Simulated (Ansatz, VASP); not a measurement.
Two plane-wave programs on C

File INCAR:

```
SYSTEM = C
  ALGO = Normal
  EDIFF = 1E-6
  ENCUT = 520
  GGA = PE
  ISIF = 2
  ISMEAR = 0
  LASPH = .True.
  LCHARG = .False.
  LREAL = .False.
  LWAVE = .False.
  NBANDS = 11
  NELM = 100
  PREC = Accurate
  SIGMA = 0.05
```

File KPOINTS:

```
k-points
0
Gamma
  12 12 12
  0 0 0
```

The input POSCAR:

```
C
1.0
    0.0000000000      1.7298980000      1.7298980000
    1.7298980000      0.0000000000      1.7298980000
    1.7298980000      1.7298980000      0.0000000000
C
2
Direct
    0.5000000000      0.5000000000      0.5000000000
    0.7500000000      0.7500000000      0.7500000000
```

Input for Ansatz:

```yaml
crystal:
  lattice:
    - [0.0, 1.729898, 1.729898]
    - [1.729898, 0.0, 1.729898]
    - [1.729898, 1.729898, 0.0]
  atoms:
    - { symbol: C, position: [0.5, 0.5, 0.5] }
    - { symbol: C, position: [0.75, 0.75, 0.75] }
basis:
  ecutwfc: 420
kpoints:
  mp_grid: { grid: [12, 12, 12] }
hamiltonian:
  xc: pbe
scf:
  occupations: { method: gaussian, width: 0.05 }
output:
  forces: true
  stress: true
  eigenvalues: true
```

Change from the starting cell: strain -0.030 along x and y, -0.030 along z, atoms carried along.

Alike in both runs: task single point; functional PBE; k mesh 12 × 12 × 12; occupations gaussian, width 0.05 eV; no spin polarisation.

|  | VASP | Ansatz |
| --- | --- | --- |
| version | VASP 6.6.1 | Ansatz 0.2.0 |
| potentials or method | VASP PAW PBE potentials, release 64 (C), cutoff 520 eV | scalar-relativistic, plane waves, PAW |
| valence electrons in the cell | 8 | 8 |

VASP gave:

| Property | Result |
| --- | --- |
| gap on the k mesh at the Fermi level (eV) | 4.37 |
| least direct gap on the mesh (eV) | 5.84 |
| pressure (GPa) | 50.3 |

Question: Which values does Ansatz return?

Answer: gap on the k mesh at the Fermi level (eV): 4.38; least direct gap on the mesh (eV): 5.85; pressure (GPa): 49.2.

Both programs put the cell under a high pressure, so it lies far from rest at this level.
